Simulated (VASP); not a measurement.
# Mo (Fm-3m) in VASP: elastic constants with PBE exchange alone

Aim: the elastic constants of Mo with PBE exchange alone.

Program: VASP 6.6.1. These are calculated values, not measurements. Logs are shortened: lines on timing, memory, paths and dates and some standing lists are left out, and cuts for length are marked.

## 1. The cell of the first run

The structure is cubic, space group Fm-3m (No. 225). The conventional cell has a = 4.030 Å, b = 4.030 Å, c = 4.030 Å, α = 90.00°, β = 90.00°, γ = 90.00°. Within 3.8 Å of Mo (site symmetry m-3m) lie 12 Mo at 2.85 Å.

This isn't the form of Mo at room conditions, which is bcc.

## 2. Elastic constants, PBE exchange alone

INCAR reads:

```
SYSTEM = Mo
AGGAC = 0.0
ALDAC = 0.0
ALGO = Normal
EDIFF = 1E-8
ENCUT = 500
GGA = PE
GGA_COMPAT = .False.
IBRION = 6
ISIF = 3
ISMEAR = 0
LASPH = .True.
LCHARG = .True.
LREAL = .False.
LWAVE = .False.
NELM = 120
NFREE = 2
NSW = 1
POTIM = 0.015
PREC = Accurate
SIGMA = 0.15
```

KPOINTS reads:

```
k-points
0
Gamma
  8 8 8
  0 0 0
```

POSCAR reads:

```
Mo
1.0
    0.0000000000      2.0150000000      2.0150000000
    2.0150000000      0.0000000000      2.0150000000
    2.0150000000      2.0150000000      0.0000000000
Mo
1
Direct
    0.0000000000      0.0000000000      0.0000000000
```

Potentials or basis: VASP PAW PBE potentials, release 64 (Mo_sv).

Started as:

```sh
> cat potpaw_PBE.64/Mo_sv/POTCAR > POTCAR
> mpirun -np 1 vasp_std > vasp.out
```

OUTCAR:

```text
SYSTEM = Mo
   EDIFF = 1E-8
   ENCUT = 500
   GGA = PE
   IBRION = 6
   ISIF = 3
   ISMEAR = 0
   LASPH = .True.
   LREAL = .False.
   NELM = 120
   NFREE = 2
   NSW = 1
   POTIM = 0.015
   PREC = Accurate

 ion  position               nearest neighbor table
   1  0.000  0.000  0.000-

  LATTYP: Found a face centered cubic cell.
 ALAT       =     4.0300000000

  Lattice vectors:

 A1 = (   0.0000000000,   2.0150000000,   2.0150000000)
 A2 = (   2.0150000000,   0.0000000000,   2.0150000000)
 A3 = (   2.0150000000,   2.0150000000,   0.0000000000)

Analysis of symmetry for initial positions (statically):
=====================================================================
 Subroutine PRICEL returns:
 Original cell was already a primitive cell.

 Routine SETGRP: Setting up the symmetry group for a
 face centered cubic supercell.

 Subroutine GETGRP returns: Found 48 space group operations
 (whereof 48 operations were pure point group operations)
 out of a pool of 48 trial point group operations.

The static configuration has the point symmetry O_h .

Analysis of symmetry for dynamics (positions and initial velocities):
=====================================================================
 Subroutine PRICEL returns:
 Original cell was already a primitive cell.

 Routine SETGRP: Setting up the symmetry group for a
 face centered cubic supercell.

 Subroutine GETGRP returns: Found 48 space group operations
 (whereof 48 operations were pure point group operations)
 out of a pool of 48 trial point group operations.

The dynamic configuration has the point symmetry O_h .

 Subroutine INISYM returns: Found 48 space group operations
 (whereof 48 operations are pure point group operations),
 and found     1 'primitive' translations

----------------------------------------------------------------------------------------

                                     Primitive cell

  volume of cell :      16.3627

  direct lattice vectors                    reciprocal lattice vectors
     0.000000000  2.015000000  2.015000000    -0.248138958  0.248138958  0.248138958
     2.015000000  0.000000000  2.015000000     0.248138958 -0.248138958  0.248138958
     2.015000000  2.015000000  0.000000000     0.248138958  0.248138958 -0.248138958

  length of vectors
     2.849640328  2.849640328  2.849640328     0.429789282  0.429789282  0.429789282

  position of ions in fractional coordinates (direct lattice)
     0.000000000  0.000000000  0.000000000

  ion indices of the primitive-cell ions
   primitive index   ion index
                 1           1

----------------------------------------------------------------------------------------

 KPOINTS: k-points

Automatic generation of k-mesh.
 Grid dimensions read from file:
 generate k-points for:    8    8    8

 Generating k-lattice:

  Cartesian coordinates                     Fractional coordinates (reciprocal lattice)
    -0.031017370  0.031017370  0.031017370     0.125000000  0.000000000  0.000000000
     0.031017370 -0.031017370  0.031017370     0.000000000  0.125000000  0.000000000
     0.031017370  0.031017370 -0.031017370     0.000000000  0.000000000  0.125000000

  Length of vectors
[... 94 lines left out ...]

--------------------------------------- Ionic step        1  -------------------------------------------

 number of electron      14.0000001 magnetization

 Free energy of the ion-electron system (eV)
  ---------------------------------------------------
  ext. energy  EPLUGINS =         0.00000000
  ---------------------------------------------------
  free energy    TOTEN  =        -7.85267028 eV

  energy without entropy =       -7.83477842  energy(sigma->0) =       -7.84372435

------------------------ aborting loop because EDIFF is reached ----------------------------------------

  FORCE on cell =-STRESS in cart. coord.  units (eV):
  Direction    XX          YY          ZZ          XY          YZ          ZX
  --------------------------------------------------------------------------------------
  -------------------------------------------------------------------------------------
  Total        1.9368074      1.9368074      1.9368074     -0.0000000      0.0000000      0.0000000
  in kB      189.6452109    189.6452109    189.6452109     -0.0000000      0.0000000      0.0000000
  external PRESSURE =     189.6452109 kB  Pullay stress =       0.0000000 kB
[... 86 lines left out ...]
  FREE ENERGIE OF THE ION-ELECTRON SYSTEM (eV)
  ---------------------------------------------------
  free  energy   TOTEN  =        -7.8229199980 eV

  energy  without entropy=       -7.8057132600  energy(sigma->0) =       -7.81431663

[... ionic steps 4 to 12 ...]

--------------------------------------- Ionic step       13  -------------------------------------------

 number of electron      14.0000001 magnetization

------------------------ aborting loop because EDIFF is reached ----------------------------------------
[... 65 lines left out ...]
--------------------------------------- Ionic step       15  -------------------------------------------

 number of electron      14.0000001 magnetization

 Free energy of the ion-electron system (eV)
  ---------------------------------------------------
  ext. energy  EPLUGINS =         0.00000000
  ---------------------------------------------------
  free energy    TOTEN  =        -7.85266964 eV

  energy without entropy =       -7.83477778  energy(sigma->0) =       -7.84372371

 E-fermi :  13.1824     XC(G=0): -11.3394

 val. band max:       13.1793808229   @ k =   0.3750   0.1250   0.0000
 cond. band min:      13.1918652044   @ k =  -0.2500   0.1250   0.0000
 fundamental gap:      0.0124843815
 Fermi energy:        13.1824135191

 k-point     1 :       0.0000    0.0000    0.0000
  band No.  band energies     occupation
      1     -47.4506      2.00000
      2     -20.8645      2.00000
      3     -20.8645      2.00000
      4     -20.8645      2.00000
      5       6.6445      2.00000
      6      12.4940      2.00000
      7      12.4940      2.00000
      8      12.4940      2.00000
      9      15.0906      0.00000
     10      15.0906      0.00000
     11      26.3725      0.00000
[... 309 lines left out ...]
 k-point    24 :      -0.3750    0.2500    0.1250
  band No.  band energies     occupation
      1     -47.2090      2.00000
      2     -21.9196      2.00000
      3     -21.3502      2.00000
      4     -21.1281      2.00000
      5      10.0118      2.00000
      6      10.9461      2.00000
      7      12.6194      2.00000
      8      13.6558      0.00001
      9      16.7579      0.00000
     10      20.5399      0.00000
     11      23.2465      0.00000

 [... further k-points ...]
[... 5 lines left out ...]
  --------------------------------------------------------------------------------------
  -------------------------------------------------------------------------------------
  Total        1.9368554      1.9368554      1.9368554      0.0000000      0.0000000      0.0000000
  in kB      189.6499068    189.6499068    189.6499068      0.0000000      0.0000000      0.0000000
  external PRESSURE =     189.6499068 kB  Pullay stress =       0.0000000 kB
[... 16 lines left out ...]
  FREE ENERGIE OF THE ION-ELECTRON SYSTEM (eV)
  ---------------------------------------------------
  free  energy   TOTEN  =        -7.8526696412 eV

  energy  without entropy=       -7.8347777781  energy(sigma->0) =       -7.84372371

 INTERNAL STRAIN TENSORS FROM STRAINED CELLS
 ============================================

 INTERNAL STRAIN TENSOR FOR ION    1 for displacements in x,y,z  (eV/Angst):
          X           Y           Z          XY          YZ          ZX
  --------------------------------------------------------------------------------
  x     0.00000     0.00000     0.00000    -0.00000     0.00000     0.00000
  y     0.00000     0.00000     0.00000     0.00000     0.00000     0.00000
  z    -0.00000     0.00000    -0.00000    -0.00000     0.00000     0.00000

 INTERNAL STRAIN TENSORS FROM DISPLACED ATOMS
 ============================================

 INTERNAL STRAIN TENSOR FOR ION    1 for displacements in x,y,z  (eV/Angst):
          X           Y           Z          XY          YZ          ZX
  --------------------------------------------------------------------------------
  x     0.00000     0.00000     0.00000     0.00000     0.00000     0.00000
  y     0.00000     0.00000     0.00000     0.00000     0.00000     0.00000
  z     0.00000     0.00000     0.00000     0.00000     0.00000     0.00000

 Eigenvectors and eigenvalues of the dynamical matrix
 ----------------------------------------------------

   1 f  =    0.000000 THz     0.000000 2PiTHz    0.000000 cm-1     0.000000 meV
             X         Y         Z           dx          dy          dz
      0.000000  0.000000  0.000000    -0.981925    0.189269    0.000000

   2 f  =    0.000000 THz     0.000000 2PiTHz    0.000000 cm-1     0.000000 meV
             X         Y         Z           dx          dy          dz
      0.000000  0.000000  0.000000     0.000000    0.000000    1.000000

   3 f  =    0.000000 THz     0.000000 2PiTHz    0.000000 cm-1     0.000000 meV
             X         Y         Z           dx          dy          dz
      0.000000  0.000000  0.000000     0.189269    0.981925    0.000000

--------------------------------------------------------------------------------------------------------

 ELASTIC MODULI CONTR FROM IONIC RELAXATION (kBar)
 Direction    XX          YY          ZZ          XY          YZ          ZX
 --------------------------------------------------------------------------------
 XX           0.0000      0.0000      0.0000      0.0000      0.0000      0.0000
 YY           0.0000      0.0000      0.0000      0.0000      0.0000      0.0000
 ZZ           0.0000      0.0000      0.0000      0.0000      0.0000      0.0000
 XY           0.0000      0.0000      0.0000      0.0000      0.0000      0.0000
 YZ           0.0000      0.0000      0.0000      0.0000      0.0000      0.0000
 ZX           0.0000      0.0000      0.0000      0.0000      0.0000      0.0000
 --------------------------------------------------------------------------------

 TOTAL ELASTIC MODULI (kBar)
 Direction    XX          YY          ZZ          XY          YZ          ZX
 --------------------------------------------------------------------------------
 XX         491.9858   3257.3741   3257.3741     -0.0000      0.0000      0.0000
 YY        3257.3741    491.9858   3257.3741      0.0000     -0.0000      0.0000
 ZZ        3257.3741   3257.3741    491.9858      0.0000     -0.0000      0.0000
 XY          -0.0000      0.0000      0.0000   -780.6439      0.0000      0.0000
 YZ           0.0000     -0.0000     -0.0000      0.0000   -780.6439      0.0000
 ZX           0.0000      0.0000      0.0000      0.0000      0.0000   -780.6439
 --------------------------------------------------------------------------------
```

It took 2.5 min on 1 thread of Intel Xeon Platinum 8375C at 2.90GHz (Ice Lake), shared host; peak memory 0.18 GiB.

What came out:

```
Elastic constants C11, C12, C44 : 49, 326, -78 GPa
Voigt bulk modulus              : 234 GPa
```

Elastic tensor in Voigt notation (GPa, in the Cartesian axes of the cell as first typed):
```
 49 326 326   0   0   0
326  49 326   0   0   0
326 326  49   0   0   0
  0   0   0 -78   0   0
  0   0   0   0 -78   0
  0   0   0   0   0 -78
```

Clamped-ion elastic tensor (GPa):
```
 49 326 326   0   0   0
326  49 326   0   0   0
326 326  49   0   0   0
  0   0   0 -78   0   0
  0   0   0   0 -78   0
  0   0   0   0   0 -78
```

Caveat: the cell is under stress, which shifts elastic constants; the elastic tensor has a negative eigenvalue, so either the cell is unstable as it stands or the mesh is too thin.
